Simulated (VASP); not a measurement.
A run of VASP 6.6.1:

Contents of INCAR:

```
SYSTEM = CdSe
PREC = Accurate ; ENCUT = 450
EDIFF = 1E-7 ; ISMEAR = 0
SIGMA = 0.02 ; LREAL = .False.
LASPH = .True. ; NELM = 120
ALGO = Normal ; ISIF = 2
LWAVE = .False. ; LCHARG = .False.
GGA = PS ; IBRION = 2
NSW = 60 ; EDIFFG = -0.002
GGA_COMPAT = .False. ; NELMIN = 4
```

The input KPOINTS:

```
regular mesh
0
Gamma
  8 8 8
  0 0 0
```

Contents of POSCAR:

```
CdSe
1.0
    0.0000000000      2.9498409619      3.1680123664
    2.9498409619      0.0000000000      3.1680123664
    2.9498409619      2.9498409619      0.0000000000
Cd Se
1 1
Direct
    0.0000000000      0.0000000000      0.0000000000
    0.2500000000      0.2500000000      0.2500000000
```

Potentials or basis: VASP PAW PBE potentials, release 64 (Cd, Se).

Run with:

```console
$ cat potpaw_PBE.64/Cd/POTCAR potpaw_PBE.64/Se/POTCAR > POTCAR
$ mpirun -np 1 vasp_std > vasp.out
```

Hardware: 1 thread of Oxide Virtual Turin-like Processor, with other jobs on the host.

Q: Estimate the wall time of this run.

A: Wall time 60 s on 1 thread of Oxide Virtual Turin-like Processor (shared host), peak memory 0.15 GiB. Counts: scf iterations 14, k points 59, ion steps 1.
